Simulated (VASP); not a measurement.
Sn4O7 (a cell with a defect), 11 atoms in the cell. The cell holds a defect, 11 atoms: a = 5.614 Å, b = 5.614 Å, c = 5.811 Å, α = 90.00°, β = 118.88°, γ = 90.00°.  This cell differs from its parent crystal: atoms taken out, atom 6 moved 0.000 of the way to it and +0.900 Å across, host rigid.

```yaml
Program: VASP 6.6.1
Task: single point
Functional: LDA
Potentials_or_basis: VASP PAW LDA potentials, release 64 (Sn_d, O)
Cutoff: 520 eV
k_mesh: 6 × 4 × 6
Occupations: gaussian, width 0.05 eV
Spin: no spin polarisation
Dipole_correction: no
Charge: 2
Further_INCAR_settings: ALGO = Normal; EDIFF = 1e-06; NBANDS = 60; NELECT = 96.0
```

Potentials or basis: VASP PAW LDA potentials, release 64 (Sn_d, O).

Run with:

```bash
$ cat potpaw_LDA.64/Sn_d/POTCAR potpaw_LDA.64/O/POTCAR > POTCAR
$ mpirun -np 1 vasp_std > vasp.out
```

Hardware: 1 thread of Intel Xeon 8259CL, on a shared host.

Question: How long does it take, and how much memory?

Answer: It took 25 min on 1 thread of Intel Xeon 8259CL (shared host), peak memory 0.58 GiB. Counts: scf iterations 16, k points 76.
